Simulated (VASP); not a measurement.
# Ba4AlAs (F-43m) in VASP: density of states with PBE

Aim: the density of states of Ba4AlAs with PBE.

Everything below comes from runs of VASP 6.6.1. Logs are shortened: lines on timing, memory, paths and dates and some standing lists are left out, and cuts for length are marked.

### Step 1. The cell of the first run

Symmetry: F-43m, No. 216, cubic system. Conventional cell: a = 9.865 Å, b = 9.865 Å, c = 9.865 Å, α = 90.00°, β = 90.00°, γ = 90.00°. Within 4.5 Å of Ba (site symmetry 3m) lie 6 Ba at 3.45 to 3.52 Å and 3 As at 4.09 Å and 3 Al at 4.09 Å. Within 5.4 Å of Al (site symmetry -43m) lie 12 Ba at 4.09 Å and 4 As at 4.27 Å. Within 5.4 Å of As (site symmetry -43m) lie 12 Ba at 4.09 Å and 4 Al at 4.27 Å.

### Step 2. Density of states, PBE

Contents of POSCAR:

```
Ba4AlAs
1.0
    0.0000000000      4.9324635899      4.9324635899
    4.9324635899      0.0000000000      4.9324635899
    4.9324635899      4.9324635899      0.0000000000
Ba Al As
4 1 1
Direct
    0.6237679411      0.6237679411      0.6237679411
    0.6237679411      0.6237679411      0.1286961767
    0.6237679411      0.1286961767      0.6237679411
    0.1286961767      0.6237679411      0.6237679411
    0.0000000000      0.0000000000      0.0000000000
    0.2500000000      0.2500000000      0.2500000000
```

Contents of INCAR.step1:

```
SYSTEM = Ba4AlAs
PREC = Accurate
ENCUT = 520
EDIFF = 1E-6
ISMEAR = 0
SIGMA = 0.1
LREAL = .FALSE.
LASPH = .TRUE.
NELM = 100
ALGO = Normal
ISIF = 2
LWAVE = .FALSE.
LCHARG = .TRUE.
GGA = PE
NBANDS = 33
```

Contents of KPOINTS.step1:

```
Automatic mesh
0
G
  8 8 8
  0 0 0
```

Contents of INCAR.step2:

```
SYSTEM = Ba4AlAs
PREC = Accurate
ENCUT = 520
EDIFF = 1E-6
ISMEAR = -5
SIGMA = 0.1
LREAL = .FALSE.
LASPH = .TRUE.
NELM = 100
ALGO = Normal
ISIF = 2
LWAVE = .FALSE.
LCHARG = .FALSE.
GGA = PE
LORBIT = 11
NEDOS = 2001
ICHARG = 11
```

Contents of KPOINTS.step2:

```
Automatic mesh
0
G
  12 12 12
  0 0 0
```

Potentials or basis: VASP PAW PBE potentials, release 64 (Ba_sv, Al, As).

Command:

```bash
$ cat potpaw_PBE.64/Ba_sv/POTCAR potpaw_PBE.64/Al/POTCAR potpaw_PBE.64/As/POTCAR > POTCAR
$ cp INCAR.step1 INCAR
$ cp KPOINTS.step1 KPOINTS
$ mpirun -np 1 vasp_std > vasp.out
$ cp INCAR.step2 INCAR
$ cp KPOINTS.step2 KPOINTS
$ mpirun -np 1 vasp_std > vasp.out
```

OUTCAR:

```text
SYSTEM = Ba4AlAs
   PREC = Accurate
   ENCUT = 520
   EDIFF = 1E-6
   ISMEAR = -5
   LREAL = .FALSE.
   LASPH = .TRUE.
   NELM = 100
   ISIF = 2
   GGA = PE
   LORBIT = 11
   ICHARG = 11

 ion  position               nearest neighbor table
   1  0.624  0.624  0.624-   2 3.45   3 3.45   4 3.45   4 3.52   3 3.52   2 3.52
   2  0.624  0.624  0.129-   1 3.45   3 3.45   4 3.45   3 3.52   4 3.52   1 3.52
   3  0.624  0.129  0.624-   1 3.45   2 3.45   4 3.45   4 3.52   2 3.52   1 3.52
   4  0.129  0.624  0.624-   1 3.45   2 3.45   3 3.45   3 3.52   2 3.52   1 3.52
   5  0.000  0.000  0.000-
   6  0.250  0.250  0.250-

  LATTYP: Found a face centered cubic cell.
 ALAT       =     9.8649271798

  Lattice vectors:

 A1 = (   0.0000000000,   4.9324635899,   4.9324635899)
 A2 = (   4.9324635899,   0.0000000000,   4.9324635899)
 A3 = (   4.9324635899,   4.9324635899,   0.0000000000)

Analysis of symmetry for initial positions (statically):
=====================================================================
 Subroutine PRICEL returns:
 Original cell was already a primitive cell.

 Routine SETGRP: Setting up the symmetry group for a
 face centered cubic supercell.

 Subroutine GETGRP returns: Found 24 space group operations
 (whereof 24 operations were pure point group operations)
 out of a pool of 48 trial point group operations.

The static configuration has the point symmetry T_d .

Analysis of symmetry for dynamics (positions and initial velocities):
=====================================================================
 Subroutine PRICEL returns:
 Original cell was already a primitive cell.

 Routine SETGRP: Setting up the symmetry group for a
 face centered cubic supercell.

 Subroutine GETGRP returns: Found 24 space group operations
 (whereof 24 operations were pure point group operations)
 out of a pool of 48 trial point group operations.

The dynamic configuration has the point symmetry T_d .

 Subroutine INISYM returns: Found 24 space group operations
 (whereof 24 operations are pure point group operations),
 and found     1 'primitive' translations

----------------------------------------------------------------------------------------

                                     Primitive cell

  volume of cell :     240.0058

[... 109 lines left out ...]
   NELECT =      48.0000    total number of electrons
   NUPDOWN=      -1.0000    fix difference up-down
   EMIN   =  10.00;   EMAX   =-10.00  energy-range for DOS
   EFERMI =   0.00;   METHOD = LEGACY
   ISMEAR =    -5;   SIGMA  =   0.10  broadening in eV -4-tet -1-fermi 0-gaus
   EFERMI_NEDOS =   21; number of points for ismear=-14 and -15
   IALGO  =     38    algorithm
   IMIX   =      4    mixing-type and parameters
     AMIX     =   0.40;   BMIX     =  1.00
     AMIX_MAG =   1.60;   BMIX_MAG =  1.00
  volume/ion in A,a.u.               =      40.00       269.94
  Fermi-wavevector in a.u.,A,eV,Ry     =   0.957373  1.809173 12.470608  0.916564
  Thomas-Fermi vector in A             =   2.086386
   LORBIT       =     11    0 simple, 1 ext, 2 COOP (PROOUT), +10 PAW based schemes
   GGA     = PE    functional components
   LHFCALC =     F    Hartree Fock is set to
   AEXX    =    0.0000 exact exchange contribution
   IVDW    =     0    specifies the selected vdW correction
   LEPSILON=     F    determine dielectric tensor
   LRPA    =     F    only Hartree local field effects (RPA)
 non-spin polarized calculation
 Fermi weights with tetrahedron method with Bloechl corrections
  energy-cutoff  :      520.00
  volume of cell :      240.01
 maximum number of plane-waves:      6495
 NGX is ok and might be reduce to    54

 number of electron      47.9999999 magnetization

 Free energy of the ion-electron system (eV)
  ---------------------------------------------------
  ext. energy  EPLUGINS =         0.00000000
  ---------------------------------------------------
  free energy    TOTEN  =       -13.40693844 eV

  energy without entropy =      -13.40693844  energy(sigma->0) =      -13.40693844

 E-fermi :   2.6677     XC(G=0):  -8.4532

 val. band max:        2.6853341640   @ k =   0.5000   0.1667   0.0833
 cond. band min:       2.6283870733   @ k =   0.2500   0.2500   0.0000
 fundamental gap:     -0.0569470908
 Fermi energy:         2.6676597708

 k-point     1 :       0.0000    0.0000    0.0000
  band No.  band energies     occupation
      1     -26.2574      2.00000
      2     -25.8039      2.00000
      3     -25.8039      2.00000
      4     -25.8039      2.00000
      5     -13.1311      2.00000
      6     -11.9319      2.00000
[... 733 lines left out ...]
     27       3.4007      0.00000
     28       3.5478      0.00000

 [... further k-points ...]

------------------------ aborting loop because EDIFF is reached ----------------------------------------

  FORCE on cell =-STRESS in cart. coord.  units (eV):
  Direction    XX          YY          ZZ          XY          YZ          ZX
  --------------------------------------------------------------------------------------
  -------------------------------------------------------------------------------------
  Total        0.8034214      0.8034214      0.8034214      0.0000000      0.0000000      0.0000000
  in kB        5.3633029      5.3633029      5.3633029      0.0000000      0.0000000      0.0000000
  external PRESSURE =       5.3633029 kB  Pullay stress =       0.0000000 kB

 VOLUME and BASIS-vectors are now :
 -----------------------------------------------------------------------------
  energy-cutoff  :      520.00
  volume of cell :      240.01
      direct lattice vectors                 reciprocal lattice vectors
     0.000000000  4.932463590  4.932463590    -0.101369223  0.101369223  0.101369223
     4.932463590  0.000000000  4.932463590     0.101369223 -0.101369223  0.101369223
     4.932463590  4.932463590  0.000000000     0.101369223  0.101369223 -0.101369223

 POSITION                                       TOTAL-FORCE (eV/Angst)
 -----------------------------------------------------------------------------------
      6.15343      6.15343      6.15343         0.020800      0.020800      0.020800
      3.71150      3.71150      6.15343        -0.020800     -0.020800      0.020800
      3.71150      6.15343      3.71150        -0.020800      0.020800     -0.020800
      6.15343      3.71150      3.71150         0.020800     -0.020800     -0.020800
      0.00000      0.00000      0.00000         0.000000      0.000000     -0.000000
      2.46623      2.46623      2.46623         0.000000      0.000000     -0.000000
 -----------------------------------------------------------------------------------
    total drift:                                0.000000      0.000000      0.000000

  FREE ENERGIE OF THE ION-ELECTRON SYSTEM (eV)
  ---------------------------------------------------
  free  energy   TOTEN  =       -13.4069384409 eV

  energy  without entropy=      -13.4069384409  energy(sigma->0) =      -13.40693844

 total charge

# of ion       s       p       d       tot
------------------------------------------
    1        2.047   5.520   0.538   8.105
    2        2.047   5.520   0.538   8.105
    3        2.047   5.520   0.538   8.105
    4        2.047   5.520   0.538   8.105
    5        0.498   0.225   0.000   0.723
    6        1.270   1.301   0.004   2.575
--------------------------------------------------
tot          9.955  23.605   2.157  35.717
```

OUTCAR.step1:

```text
SYSTEM = Ba4AlAs
   PREC = Accurate
   ENCUT = 520
   EDIFF = 1E-6
   ISMEAR = 0
   LREAL = .FALSE.
   LASPH = .TRUE.
   NELM = 100
[... 1100 lines left out ...]
      6.15343      3.71150      3.71150         0.022617     -0.022617     -0.022617
      0.00000      0.00000      0.00000        -0.000000     -0.000000     -0.000000
      2.46623      2.46623      2.46623        -0.000000     -0.000000     -0.000000
 -----------------------------------------------------------------------------------
    total drift:                                0.000000      0.000000      0.000000

  FREE ENERGIE OF THE ION-ELECTRON SYSTEM (eV)
  ---------------------------------------------------
  free  energy   TOTEN  =       -13.4284362499 eV

  energy  without entropy=      -13.3875417811  energy(sigma->0) =      -13.40798902
```

Run time: 9.5 min. Hardware: 1 thread of Intel Xeon Platinum 8488C (Sapphire Rapids), shared host; peak memory 0.68 GiB.

What came out:

```
Valence electrons inside the program's atomic spheres : Ba 8.11; Al 0.72; As 2.58
```

Caveat: spin-orbit coupling is left out, which moves the levels of the heavy elements; tetrahedron occupations give inexact forces and stress in metals.
